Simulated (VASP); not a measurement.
# GaN (P6_3mc) in VASP: a series of runs

GaN is run at these levels: PBE; tasks: single point.

Program: VASP 6.6.1. These are calculated values, not measurements. Logs are shortened: lines on timing, memory, paths and dates and some standing lists are left out, and cuts for length are marked.

### Step 1. The cell of the first run

Symmetry: P6_3mc, No. 186, hexagonal system. Conventional cell: a = 3.242 Å, b = 3.242 Å, c = 5.267 Å, α = 90.00°, β = 90.00°, γ = 120.00°. Within 2.6 Å of Ga (site symmetry 3m) lie 4 N at 1.98 to 1.99 Å. Within 2.6 Å of N (site symmetry 3m) lie 4 Ga at 1.98 to 1.99 Å.

### Step 2. Single point, PBE (volume scaled by 1.06, then relaxed in part)

The input, INCAR:

```
  ALGO = Normal
  EDIFF = 1E-6
  ENCUT = 520
  GGA = PE
  ISIF = 2
  ISMEAR = -1
  LASPH = True
  LCHARG = False
  LREAL = False
  LWAVE = False
  NBANDS = 26
  NELM = 100
  PREC = Accurate
  SIGMA = 0.02
```

The input, KPOINTS:

```
k-points
0
Gamma
  11 11 6
```

The input, POSCAR:

```
GaN
1.0
    3.2423687753      0.0000000000      0.0000000000
   -1.6211843876      2.8079737278      0.0000000000
    0.0000000000      0.0000000000      5.2673198406
Ga N
2 2
Direct
    0.3333333333      0.6666666667      0.0039408788
    0.6666666667      0.3333333333      0.5039408788
    0.3333333333      0.6666666667      0.3810591212
    0.6666666667      0.3333333333      0.8810591212
```

Potentials or basis: VASP PAW PBE potentials, release 64 (Ga_d, N).

On the command line:

```sh
$ cat potpaw_PBE.64/Ga_d/POTCAR potpaw_PBE.64/N/POTCAR > POTCAR
$ mpirun -np 1 vasp_std > vasp.out
```

OUTCAR:

```text
EDIFF = 1E-6
   ENCUT = 520
   GGA = PE
   ISIF = 2
   ISMEAR = -1
   LASPH = True
   LREAL = False
   NELM = 100
   PREC = Accurate

 ion  position               nearest neighbor table
   1  0.333  0.667  0.004-   4 1.98   4 1.98   4 1.98   3 1.99
   2  0.667  0.333  0.504-   3 1.98   3 1.98   3 1.98   4 1.99
   3  0.333  0.667  0.381-   2 1.98   2 1.98   2 1.98   1 1.99
   4  0.667  0.333  0.881-   1 1.98   1 1.98   1 1.98   2 1.99

  LATTYP: Found a hexagonal cell.
 ALAT       =     3.2423687753
 C/A-ratio  =     1.6245283019

  Lattice vectors:

 A1 = (   3.2423687753,   0.0000000000,   0.0000000000)
 A2 = (  -1.6211843876,   2.8079737278,   0.0000000000)
 A3 = (   0.0000000000,   0.0000000000,   5.2673198406)

Analysis of symmetry for initial positions (statically):
=====================================================================
 Subroutine PRICEL returns:
 Original cell was already a primitive cell.

 Routine SETGRP: Setting up the symmetry group for a
 hexagonal supercell.

 Subroutine GETGRP returns: Found 12 space group operations
 (whereof  6 operations were pure point group operations)
 out of a pool of 24 trial point group operations.

The static configuration has the point symmetry C_3v.
 The point group associated with its full space group is C_6v.

Analysis of symmetry for dynamics (positions and initial velocities):
=====================================================================
 Subroutine PRICEL returns:
 Original cell was already a primitive cell.

 Routine SETGRP: Setting up the symmetry group for a
 hexagonal supercell.

 Subroutine GETGRP returns: Found 12 space group operations
 (whereof  6 operations were pure point group operations)
 out of a pool of 24 trial point group operations.

The dynamic configuration has the point symmetry C_3v.
 The point group associated with its full space group is C_6v.

 Subroutine INISYM returns: Found 12 space group operations
 (whereof  6 operations are pure point group operations),
 and found     1 'primitive' translations

----------------------------------------------------------------------------------------

                                     Primitive cell

  volume of cell :      47.9562

  direct lattice vectors                    reciprocal lattice vectors
     3.242368775  0.000000000  0.000000000     0.308416491  0.178064344  0.000000000
    -1.621184388  2.807973728  0.000000000     0.000000000  0.356128688  0.000000000
     0.000000000  0.000000000  5.267319841     0.000000000  0.000000000  0.189849872

  length of vectors
     3.242368775  3.242368775  5.267319841     0.356128688  0.356128688  0.189849872

  position of ions in fractional coordinates (direct lattice)
     0.333333333  0.666666667  0.003940879
     0.666666667  0.333333333  0.503940879
     0.333333333  0.666666667  0.381059121
     0.666666667  0.333333333  0.881059121

  ion indices of the primitive-cell ions
   primitive index   ion index
                 1           1
                 2           2
                 3           3
                 4           4

----------------------------------------------------------------------------------------

 KPOINTS: k-points

Automatic generation of k-mesh.
 Grid dimensions read from file:
 generate k-points for:   11   11    6

 Generating k-lattice:

  Cartesian coordinates                     Fractional coordinates (reciprocal lattice)
     0.028037863  0.016187668  0.000000000     0.090909091 -0.000000000  0.000000000
     0.000000000  0.032375335  0.000000000     0.000000000  0.090909091  0.000000000
     0.000000000  0.000000000  0.031641645     0.000000000  0.000000000  0.166666667

  Length of vectors
     0.032375335  0.032375335  0.031641645

  Shift w.r.t. Gamma in fractional coordinates (k-lattice)
     0.000000000  0.000000000  0.000000000

 Subroutine IBZKPT returns following result:
 ===========================================

 Found     64 irreducible k-points:

 Following reciprocal coordinates:
            Coordinates               Weight
  0.000000  0.000000  0.000000      1.000000
  0.090909  0.000000  0.000000      6.000000
  0.181818 -0.000000  0.000000      6.000000
  0.272727  0.000000  0.000000      6.000000
  0.363636 -0.000000  0.000000      6.000000
  0.454545 -0.000000  0.000000      6.000000
[... 16 lines left out ...]
  0.090909  0.090909  0.166667     12.000000
  0.181818  0.090909  0.166667     24.000000
 [... further k-points ...]
   k-points           NKPTS =     64   k-points in BZ     NKDIM =     64   number of bands    NBANDS=     26
   number of dos      NEDOS =    301   number of ions     NIONS =      4
   total plane-waves  NPLWV =  23040
   dimension x,y,z NGX =    24 NGY =   24 NGZ =   40
   dimension x,y,z NGXF=    48 NGYF=   48 NGZF=   80
   ions per type =               2   2
   NGX,Y,Z   is equivalent  to a cutoff of  12.31, 12.31, 12.62 a.u.
   NGXF,Y,Z  is equivalent  to a cutoff of  24.61, 24.61, 25.25 a.u.
 SYSTEM =  unknown system
   PREC   = accura    normal or accurate (medium, high low for compatibility)
   ISTART =      0    job   : 0-new  1-cont  2-samecut
   ICHARG =      2    charge: 1-file 2-atom 10-const
   ISPIN  =      1    spin polarized calculation?
   LNONCOLLINEAR =      F non collinear calculations
   LSORBIT =      F    spin-orbit coupling
   LASPH  =      T    aspherical Exc in radial PAW
   ENCUT  =  520.0 eV  38.22 Ry    6.18 a.u.   6.03  6.03  9.79*2*pi/ulx,y,z
   NELM   =    100;   NELMIN=  2; NELMDL= -5     # of ELM steps
   EDIFF  = 0.1E-05   stopping-criterion for ELM
   LREAL  =      F    real-space projection
   EDIFFG = 0.1E-04   stopping-criterion for IOM
   NSW    =      0    number of steps for IOM
   IBRION =     -1    ionic relax: 0-MD 1-quasi-New 2-CG
   NFREE  =      0    steps in history (QN), initial steepest desc. (CG)
   ISIF   =      2    stress and relaxation
   ISYM   =      2    0-nonsym 1-usesym 2-fastsym
   POTIM  = 0.5000    time-step for ionic-motion
   TEBEG  =    0.0;   TEEND  =   0.0 temperature during run
   PSTRESS=    0.0 pullay stress
   NELECT =      36.0000    total number of electrons
   NUPDOWN=      -1.0000    fix difference up-down
   EMIN   =  10.00;   EMAX   =-10.00  energy-range for DOS
   EFERMI =   0.00;   METHOD = LEGACY
   ISMEAR =    -1;   SIGMA  =   0.02  broadening in eV -4-tet -1-fermi 0-gaus
   EFERMI_NEDOS =   21; number of points for ismear=-14 and -15
   IALGO  =     38    algorithm
   IMIX   =      4    mixing-type and parameters
     AMIX     =   0.40;   BMIX     =  1.00
     AMIX_MAG =   1.60;   BMIX_MAG =  1.00
  volume/ion in A,a.u.               =      11.99        80.91
  Fermi-wavevector in a.u.,A,eV,Ry     =   1.487855  2.811638 30.119388  2.213713
  Thomas-Fermi vector in A             =   2.600963
   LORBIT       =      0    0 simple, 1 ext, 2 COOP (PROOUT), +10 PAW based schemes
   GGA     = PE    functional components
   LHFCALC =     F    Hartree Fock is set to
   AEXX    =    0.0000 exact exchange contribution
   IVDW    =     0    specifies the selected vdW correction
   LEPSILON=     F    determine dielectric tensor
   LRPA    =     F    only Hartree local field effects (RPA)
 non-spin polarized calculation
  energy-cutoff  :      520.00
  volume of cell :       47.96
 maximum number of plane-waves:      1314
   NGX = 13   NGY = 13   NGZ = 19

 number of electron      35.9999994 magnetization

 Free energy of the ion-electron system (eV)
  ---------------------------------------------------
  ext. energy  EPLUGINS =         0.00000000
  ---------------------------------------------------
  free energy    TOTEN  =       -24.31933438 eV

  energy without entropy =      -24.31933438  energy(sigma->0) =      -24.31933438

 E-fermi :   5.2035     XC(G=0): -11.4121

 val. band max:        4.8012255007   @ k =   0.0000   0.0000   0.0000
 cond. band min:       6.3957264574   @ k =   0.0000   0.0000   0.0000
 fundamental gap:      1.5945009567
 Fermi energy:         5.2035422863

 k-point     1 :       0.0000    0.0000    0.0000
  band No.  band energies     occupation
      1     -10.7706      2.00000
      2     -10.0120      2.00000
      3      -8.6049      2.00000
      4      -8.5915      2.00000
      5      -8.5915      2.00000
      6      -8.5387      2.00000
[... 18 lines left out ...]
     25      16.1334      0.00000
     26      16.1334      0.00000

 k-point     2 :       0.0909    0.0000    0.0000
  band No.  band energies     occupation
      1     -10.6979      2.00000
      2      -9.9953      2.00000
      3      -8.5978      2.00000
      4      -8.5812      2.00000
      5      -8.5627      2.00000
      6      -8.5303      2.00000
[... 18 lines left out ...]
     25      15.7617      0.00000
     26      16.3055      0.00000

 k-point     3 :       0.1818   -0.0000    0.0000
  band No.  band energies     occupation
      1     -10.5077      2.00000
      2      -9.9564      2.00000
      3      -8.5738      2.00000
      4      -8.5574      2.00000
      5      -8.5104      2.00000
      6      -8.4873      2.00000
[... 18 lines left out ...]
     25      15.8769      0.00000
     26      16.7025      0.00000

 k-point     4 :       0.2727    0.0000    0.0000
  band No.  band energies     occupation
      1     -10.2804      2.00000
      2      -9.9179      2.00000
      3      -8.5519      2.00000
      4      -8.5369      2.00000
      5      -8.4725      2.00000
      6      -8.4389      2.00000
[... 18 lines left out ...]
     25      15.9504      0.00000
     26      17.2430      0.00000
[... 496 lines left out ...]
      1     -10.0068      2.00000
      2      -9.8824      2.00000
      3      -8.5511      2.00000
      4      -8.5173      2.00000
      5      -8.4515      2.00000
      6      -8.4260      2.00000
[... 18 lines left out ...]
     25      16.0362      0.00000
     26      17.8206      0.00000

 k-point    23 :       0.0909    0.0909    0.1667
  band No.  band energies     occupation
      1     -10.5032      2.00000
      2      -9.9820      2.00000
      3      -8.5761      2.00000
      4      -8.5624      2.00000
      5      -8.5216      2.00000
      6      -8.5146      2.00000
[... 18 lines left out ...]
     25      15.3238      0.00000
     26      16.4055      0.00000

 k-point    24 :       0.1818    0.0909    0.1667
  band No.  band energies     occupation
      1     -10.3076      2.00000
      2      -9.9378      2.00000
      3      -8.5528      2.00000
      4      -8.5425      2.00000
      5      -8.4953      2.00000
      6      -8.4742      2.00000
[... 18 lines left out ...]
     25      15.5276      0.00000
     26      16.9183      0.00000

 [... further k-points ...]
[... 5 lines left out ...]
  --------------------------------------------------------------------------------------
  -------------------------------------------------------------------------------------
  Total       -1.0015506     -1.0015506     -0.7569426     -0.0000000      0.0000000      0.0000000
  in kB      -33.4609550    -33.4609550    -25.2888104     -0.0000000      0.0000000      0.0000000
  external PRESSURE =     -30.7369068 kB  Pullay stress =       0.0000000 kB

 VOLUME and BASIS-vectors are now :
 -----------------------------------------------------------------------------
  energy-cutoff  :      520.00
  volume of cell :       47.96
      direct lattice vectors                 reciprocal lattice vectors
     3.242368775  0.000000000  0.000000000     0.308416491  0.178064344  0.000000000
    -1.621184388  2.807973728  0.000000000     0.000000000  0.356128688  0.000000000
     0.000000000  0.000000000  5.267319841     0.000000000  0.000000000  0.189849872

 POSITION                                       TOTAL-FORCE (eV/Angst)
 -----------------------------------------------------------------------------------
     -0.00000      1.87198      0.02076        -0.000000     -0.000000     -0.003460
      1.62118      0.93599      2.65442         0.000000     -0.000000     -0.003460
     -0.00000      1.87198      2.00716        -0.000000      0.000000      0.003460
      1.62118      0.93599      4.64082        -0.000000     -0.000000      0.003460
 -----------------------------------------------------------------------------------
    total drift:                               -0.000001     -0.000001      0.001179

  FREE ENERGIE OF THE ION-ELECTRON SYSTEM (eV)
  ---------------------------------------------------
  free  energy   TOTEN  =       -24.3193343799 eV

  energy  without entropy=      -24.3193343799  energy(sigma->0) =      -24.31933438
```

Wall time 23 s (1 thread of Intel Xeon 6975P-C (Granite Rapids), shared host); peak memory 0.2 GiB.

Results:

```
Free energy            : -24.3193 eV
Pressure               : -3.1 GPa
Largest force          : 0.003 eV/Å
Band gap on the k mesh : 1.59 eV, direct
```

Forces in eV/Å, atoms in the order of the input:
```
Ga   0.000  0.000 -0.003
Ga   0.000  0.000 -0.003
N    0.000  0.000  0.003
N    0.000  0.000  0.003
```

Stress tensor (GPa, compression positive):
```
-3.35  0.00  0.00
 0.00 -3.35  0.00
 0.00  0.00 -2.53
```

Levels at points of the mesh, in eV from the valence-band top:
| k point | band 15 | band 16 | band 17 | band 18 | band 19 | band 20 | band 21 | band 22 |
| --- | --- | --- | --- | --- | --- | --- | --- | --- |
| (0.00, 0.00, 0.00) | -0.98 | -0.02 | 0.00 | 0.00 | 1.59 | 3.92 | 8.94 | 9.60 |
| (0.00, 0.00, 0.50) | -0.50 | -0.50 | -0.50 | -0.50 | 3.93 | 3.93 | 8.23 | 8.23 |

(Part 1 of 2 ends here.)
